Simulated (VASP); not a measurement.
Here is a VASP 6.6.1 calculation.

File INCAR:

```
SYSTEM = SiO2
ALGO = Normal ; EDIFF = 1E-6
ENCUT = 520 ; ISIF = 2
ISMEAR = 0 ; LASPH = .True.
LCHARG = .True. ; LELF = .True.
LREAL = .False. ; LVHAR = .True.
LWAVE = .False. ; NBANDS = 25
NELM = 80 ; PREC = Accurate
SIGMA = 0.05
```

File KPOINTS:

```
k-points
0
Gamma
  6 6 10
  0 0 0
```

Contents of POSCAR:

```
SiO2
1.0
    4.0556336120      0.0000000000      0.0000000000
    0.0000000000      4.0556336120      0.0000000000
    0.0000000000      0.0000000000      2.7935204320
Si O
2 4
Direct
    0.5000000000      0.5000000000      0.5000000000
    0.0000000000      0.0000000000      0.0000000000
    0.6944252994      0.6944252994      0.0000000000
    0.1944252994      0.8055747006      0.5000000000
    0.3055747006      0.3055747006      0.0000000000
    0.8055747006      0.1944252994      0.5000000000
```

Potentials or basis: VASP PAW LDA potentials, release 64 (Si, O).

Command:

```bash
$ cat potpaw_LDA.64/Si/POTCAR potpaw_LDA.64/O/POTCAR > POTCAR
$ mpirun -np 1 vasp_std > vasp.out
```

(1) Predict the largest force.

(2) Estimate the pressure.

Answers

(1) 0.369 eV/Å.

(2) -1.0 GPa.
